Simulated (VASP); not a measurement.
# NiO (Fm-3m) in VASP: further runs, part 2 of 2

VASP 6.6.1. Earlier steps stand in the parts before.

## Step 4: Single point, r2SCAN, collinear spin, ferromagnetic start

This run uses another cell than the first one, of 9.08 Å³/atom.

File POSCAR:

```
NiO
1.0
    0.0000000000      2.0859016414      2.0859016414
    2.0859016414      0.0000000000      2.0859016414
    2.0859016414      2.0859016414      0.0000000000
Ni O
1 1
Direct
    0.0000000000      0.0000000000      0.0000000000
    0.5000000000      0.5000000000      0.5000000000
```

File INCAR.step1:

```
  ALGO = Normal
  EDIFF = 1E-5
  ENCUT = 770
  GGA = PE
  GGA_COMPAT = F
  ISMEAR = -1
  ISPIN = 2
  LASPH = T
  LCHARG = F
  LMAXMIX = 4
  LREAL = F
  LWAVE = T
  MAGMOM = 1 0
  NBANDS = 23
  NELM = 200
  PREC = Accurate
  SIGMA = 0.05
```

File INCAR.step2:

```
  ALGO = Normal
  EDIFF = 1E-6
  ENCUT = 770
  GGA_COMPAT = F
  ISIF = 2
  ISMEAR = -1
  ISPIN = 2
  ISTART = 1
  LASPH = T
  LCHARG = F
  LMAXMIX = 4
  LMIXTAU = T
  LORBIT = 11
  LREAL = F
  LWAVE = F
  MAGMOM = 1 0
  METAGGA = R2SCAN
  NBANDS = 23
  NELM = 200
  PREC = Accurate
  SIGMA = 0.05
```

File KPOINTS:

```
k-points
0
Gamma
  6 6 6
```

Potentials or basis: VASP PAW PBE potentials, release 64 (Ni_sv_GW, O).

The run is started by

```
cat potpaw_PBE.64/Ni_sv_GW/POTCAR potpaw_PBE.64/O/POTCAR > POTCAR
cp INCAR.step1 INCAR
mpirun -np 1 vasp_std > vasp.out
cp INCAR.step2 INCAR
mpirun -np 1 vasp_std > vasp.out
```

OUTCAR:

```text
EDIFF = 1E-6
   ENCUT = 770
   ISIF = 2
   ISMEAR = -1
   ISPIN = 2
   ISTART = 1
   LASPH = T
   LORBIT = 11
   LREAL = F
   METAGGA = R2SCAN
   NELM = 200
   PREC = Accurate

 ion  position               nearest neighbor table
   1  0.000  0.000  0.000-   2 2.09   2 2.09   2 2.09   2 2.09   2 2.09   2 2.09
   2  0.500  0.500  0.500-   1 2.09   1 2.09   1 2.09   1 2.09   1 2.09   1 2.09

  LATTYP: Found a face centered cubic cell.
 ALAT       =     4.1718032828

  Lattice vectors:

 A1 = (   0.0000000000,   2.0859016414,   2.0859016414)
 A2 = (   2.0859016414,   0.0000000000,   2.0859016414)
 A3 = (   2.0859016414,   2.0859016414,   0.0000000000)

Analysis of symmetry for initial positions (statically):
=====================================================================
 Subroutine PRICEL returns:
 Original cell was already a primitive cell.

 Routine SETGRP: Setting up the symmetry group for a
 face centered cubic supercell.

 Subroutine GETGRP returns: Found 48 space group operations
 (whereof 48 operations were pure point group operations)
 out of a pool of 48 trial point group operations.

The static configuration has the point symmetry O_h .

Analysis of symmetry for dynamics (positions and initial velocities):
=====================================================================
 Subroutine PRICEL returns:
 Original cell was already a primitive cell.

 Routine SETGRP: Setting up the symmetry group for a
 face centered cubic supercell.

 Subroutine GETGRP returns: Found 48 space group operations
 (whereof 48 operations were pure point group operations)
 out of a pool of 48 trial point group operations.

The dynamic configuration has the point symmetry O_h .

Analysis of structural, dynamic, and magnetic symmetry:
=====================================================================
[... 142 lines left out ...]
  ext. energy  EPLUGINS =         0.00000000
  ---------------------------------------------------
  free energy    TOTEN  =       -21.11565081 eV

  energy without entropy =      -21.11564410  energy(sigma->0) =      -21.11564746

 E-fermi :   7.0941     XC(G=0): -13.8579

 val. band max:        6.6569621332   @ k =   0.5000   0.0000   0.0000
 cond. band min:       7.4636502445   @ k =   0.0000   0.0000   0.0000
 fundamental gap:      0.8066881113
 Fermi energy:         7.0940890630

 spin component 1

 k-point     1 :       0.0000    0.0000    0.0000
  band No.  band energies     occupation
      1    -102.1078      1.00000
      2     -61.0002      1.00000
      3     -61.0002      1.00000
      4     -61.0001      1.00000
      5     -14.5042      1.00000
      6       2.6593      1.00000
[... 405 lines left out ...]
     22      40.4283      0.00000
     23      43.4212      0.00000
 Fermi energy:         7.0940890630

 spin component 2

 k-point     1 :       0.0000    0.0000    0.0000
  band No.  band energies     occupation
      1     -98.9485      1.00000
      2     -57.9929      1.00000
      3     -57.9929      1.00000
      4     -57.9862      1.00000
      5     -13.9922      1.00000
      6       4.4482      1.00000
[... 405 lines left out ...]
     22      40.6525      0.00000
     23      44.0138      0.00000

------------------------ aborting loop because EDIFF is reached ----------------------------------------

  FORCE on cell =-STRESS in cart. coord.  units (eV):
  Direction    XX          YY          ZZ          XY          YZ          ZX
  --------------------------------------------------------------------------------------
  -------------------------------------------------------------------------------------
  Total        0.2531965      0.2531965      0.2531965      0.0000000      0.0000000      0.0000000
  in kB       22.3489369     22.3489369     22.3489369      0.0000000      0.0000000      0.0000000
  external PRESSURE =      22.3489369 kB  Pullay stress =       0.0000000 kB

 VOLUME and BASIS-vectors are now :
 -----------------------------------------------------------------------------
  energy-cutoff  :      770.00
  volume of cell :       18.15
      direct lattice vectors                 reciprocal lattice vectors
     0.000000000  2.085901641  2.085901641    -0.239704495  0.239704495  0.239704495
     2.085901641  0.000000000  2.085901641     0.239704495 -0.239704495  0.239704495
     2.085901641  2.085901641  0.000000000     0.239704495  0.239704495 -0.239704495

 POSITION                                       TOTAL-FORCE (eV/Angst)
 -----------------------------------------------------------------------------------
      0.00000      0.00000      0.00000         0.000000      0.000000     -0.000000
      2.08590      2.08590      2.08590         0.000000      0.000000      0.000000
 -----------------------------------------------------------------------------------
    total drift:                                0.000000      0.000000      0.000000

  FREE ENERGIE OF THE ION-ELECTRON SYSTEM (eV)
  ---------------------------------------------------
  free  energy   TOTEN  =       -21.1156508147 eV

  energy  without entropy=      -21.1156441008  energy(sigma->0) =      -21.11564746

 total charge

# of ion       s       p       d       f       tot
--------------------------------------------------
    1        2.147   6.213   7.738   0.011  16.109
    2        1.550   3.505   0.000   0.000   5.055
--------------------------------------------------
tot          3.697   9.718   7.738   0.011  21.164

 magnetization (x)

# of ion       s       p       d       f       tot
--------------------------------------------------
    1        0.007   0.009   1.685   0.000   1.702
    2        0.029   0.239   0.000   0.000   0.268
--------------------------------------------------
tot          0.036   0.248   1.685   0.000   1.970
```

It took 79 s on 1 thread of Intel Xeon Platinum 8559C (Emerald Rapids), shared host; peak memory 0.2 GiB.

What came out:

```
Free energy                                           : -21.1157 eV
Pressure                                              : 2.2 GPa
Band gap on the k mesh                                : 0.81 eV (least direct gap 1.89 eV)
Net moment                                            : 2.00 μB per cell
Site moments                                          : Ni +1.70; O +0.27 μB
Valence electrons inside the program's atomic spheres : Ni 16.11; O 5.05
```

Caveat: the k points lie up to 0.43 Å⁻¹ apart; the PAW data sets were made with another functional, which shifts forces and pressure a little; a cell with one magnetic atom can't hold antiferromagnetic order, which such compounds often take.

## Step 5: Single point, PBEsol, collinear spin, ferromagnetic start

This run uses another cell than the first one, of 8.74 Å³/atom.

File INCAR:

```
SYSTEM = NiO
PREC = Accurate
ENCUT = 520
EDIFF = 1E-6
ISMEAR = -1
SIGMA = 0.05
LREAL = .False.
LASPH = .True.
NELM = 150
ALGO = Normal
ISIF = 2
LWAVE = .False.
LCHARG = .False.
ISPIN = 2
MAGMOM = 1 0
LORBIT = 11
LMAXMIX = 4
GGA = PS
NBANDS = 19
```

File KPOINTS:

```
Automatic mesh
0
Gamma
  11 11 11
  0 0 0
```

File POSCAR:

```
NiO
1.0
    0.0000000000      2.0595061133      2.0595061133
    2.0595061133      0.0000000000      2.0595061133
    2.0595061133      2.0595061133      0.0000000000
Ni O
1 1
Direct
    0.0000000000      0.0000000000      0.0000000000
    0.5000000000      0.5000000000      0.5000000000
```

Potentials or basis: VASP PAW PBE potentials, release 64 (Ni, O).

The run is started by

```
cat potpaw_PBE.64/Ni/POTCAR potpaw_PBE.64/O/POTCAR > POTCAR
mpirun -np 1 vasp_std > vasp.out
```

Run time: 32 s. Hardware: 1 thread of Intel Xeon Platinum 8488C (Sapphire Rapids), shared host; peak memory 0.17 GiB.

The run converged. Its results:

| Item | Value |
| --- | --- |
| Free energy | -12.4033 eV |
| Pressure | -0.4 GPa |
| Net moment | 1.24 μB per cell |
| Site moments | Ni +1.04; O +0.17 μB |
| Valence electrons inside the program's atomic spheres | Ni 9.11; O 4.95 |

Levels at points of the mesh, in eV from the Fermi level:
Spin up:
```csv
k point,band 5,band 6,band 7,band 8,band 9,band 10,band 11,band 12,band 13,band 14
"(0.00, 0.00, 0.00)",-2.72,-2.72,-2.50,-2.50,-2.50,1.66,17.71,19.11,19.11,19.11
```
Spin down:
```tsv
k point	band 3	band 4	band 5	band 6	band 7	band 8	band 9	band 10	band 11	band 12
(0.00, 0.00, 0.00)	-2.98	-2.98	-1.86	-1.86	-1.86	-1.05	-1.05	1.91	17.69	19.30
```

Caveat: the PAW data sets were made with another functional, which shifts forces and pressure a little; a cell with one magnetic atom can't hold antiferromagnetic order, which such compounds often take; semilocal functionals often make such compounds metallic where correlation or magnetic order opens a gap, which also shifts bond lengths.

## Step 6: Single point, RPBE, collinear spin, ferromagnetic start

This run uses another cell than the first one, of 9.08 Å³/atom.

File INCAR:

```
PREC = Accurate
ENCUT = 520
EDIFF = 1E-7
ISMEAR = 0
SIGMA = 0.1
LREAL = F
LASPH = T
NELM = 150
ALGO = Normal
ISIF = 2
LWAVE = F
LCHARG = F
ISPIN = 2
MAGMOM = 1 0
LORBIT = 11
LMAXMIX = 4
GGA = RP
NBANDS = 19
```

File KPOINTS:

```
regular mesh
0
Gamma
  11 11 11
```

File POSCAR:

```
NiO
1.0
    0.0000000000      2.0859016414      2.0859016414
    2.0859016414      0.0000000000      2.0859016414
    2.0859016414      2.0859016414      0.0000000000
Ni O
1 1
Direct
    0.0000000000      0.0000000000      0.0000000000
    0.5000000000      0.5000000000      0.5000000000
```

Potentials or basis: VASP PAW PBE potentials, release 64 (Ni, O).

The run is started by

```
cat potpaw_PBE.64/Ni/POTCAR potpaw_PBE.64/O/POTCAR > POTCAR
mpirun -np 1 vasp_std > vasp.out
```

Run time: 34 s. Hardware: 1 thread of Intel Xeon Platinum 8488C (Sapphire Rapids), shared host; peak memory 0.16 GiB.

The run converged. Its results:

* Free energy: -10.5775 eV
* Pressure: 13.1 GPa
* Net moment: 1.81 μB per cell
* Site moments: Ni +1.49; O +0.28 μB
* Valence electrons inside the program's atomic spheres: Ni 8.97; O 5.00

Levels at points of the mesh, in eV from the Fermi level:
Spin up:
```csv
k point,band 5,band 6,band 7,band 8,band 9,band 10,band 11,band 12,band 13,band 14
"(0.00, 0.00, 0.00)",-2.99,-2.99,-2.73,-2.72,-2.72,1.60,17.93,18.98,18.98,18.98
```
Spin down:
```
           k point  band 5  band 6  band 7  band 8  band 9  band 10
(0.00, 0.00, 0.00)   -1.89   -1.89   -1.89   -0.52   -0.51     1.95
```

Caveat: the cell stands under pressure; the PAW data sets were made with another functional, which shifts forces and pressure a little; a cell with one magnetic atom can't hold antiferromagnetic order, which such compounds often take; semilocal functionals often make such compounds metallic where correlation or magnetic order opens a gap, which also shifts bond lengths. With open d or f shells a metallic result of RPBE can be an artefact of self-interaction; +U or a hybrid may open a gap.

## Step 7: The runs side by side

```tsv
level	potentials or basis	cell	k mesh	cutoff (eV)	smearing	gap on the mesh (eV)	pressure (GPa)	moment (μB)
BLYP+D4	VASP PAW PBE potentials, release 64 (Ni_sv_GW, O)	a = 2.910 Å, angles 60.0°, 2 atoms	11 × 11 × 11	700	fermi-dirac 0.05 eV	none	13.2	1.54
LDA	VASP PAW LDA potentials, release 64 (Ni_sv_GW, O)	a = 2.989 Å, angles 60.0°, 2 atoms	11 × 11 × 11	700	fermi-dirac 0.05 eV	none	-26.1	0.25
r2SCAN	VASP PAW PBE potentials, release 64 (Ni_sv_GW, O)	a = 2.950 Å, angles 60.0°, 2 atoms	6 × 6 × 6	770	fermi-dirac 0.05 eV	0.81	2.2	2.00
PBEsol	VASP PAW PBE potentials, release 64 (Ni, O)	a = 2.913 Å, angles 60.0°, 2 atoms	11 × 11 × 11	520	fermi-dirac 0.05 eV	none	-0.4	1.24
RPBE	VASP PAW PBE potentials, release 64 (Ni, O)	a = 2.950 Å, angles 60.0°, 2 atoms	11 × 11 × 11	520	gaussian 0.1 eV	none	13.1	1.81
```

Alike in all rows: task single point; spin collinear, ferromagnetic start.

Caveats: some runs use coarse meshes; the PAW data sets were made with another functional, which shifts forces and pressure a little (at least some runs); a cell with one magnetic atom can't hold antiferromagnetic order, which such compounds often take (at least some runs); semilocal functionals often make such compounds metallic where correlation or magnetic order opens a gap, which also shifts bond lengths (at least some runs); the cell stands under pressure (at least some runs); the cell stands under tension (at least some runs).

Total energies depend on the potentials used, so only differences within one code and one set of settings carry meaning.

## Step 8: Against experiment

Step 5. A measured gap of NiO is 4.3 eV (quoted in “Local correlations, non-local screening, multiplets, and band formation in NiO”, 2012, arxiv:1210.6675); the calculated 0.00 eV misses it by -4.30 eV. So large a miss can be the level of theory's own, or it may mean another phase, state or a wrong row. The value is that of PBEsol on a finite k mesh, which can miss the band edges, without temperature or zero-point motion. Semilocal functionals fall short of measured gaps as a rule. The run's magnetic order (collinear spin, ferromagnetic start) needn't be the measured crystal's.

The gap in the log of VASP goes by the Fermi energy; the results here count the filled bands.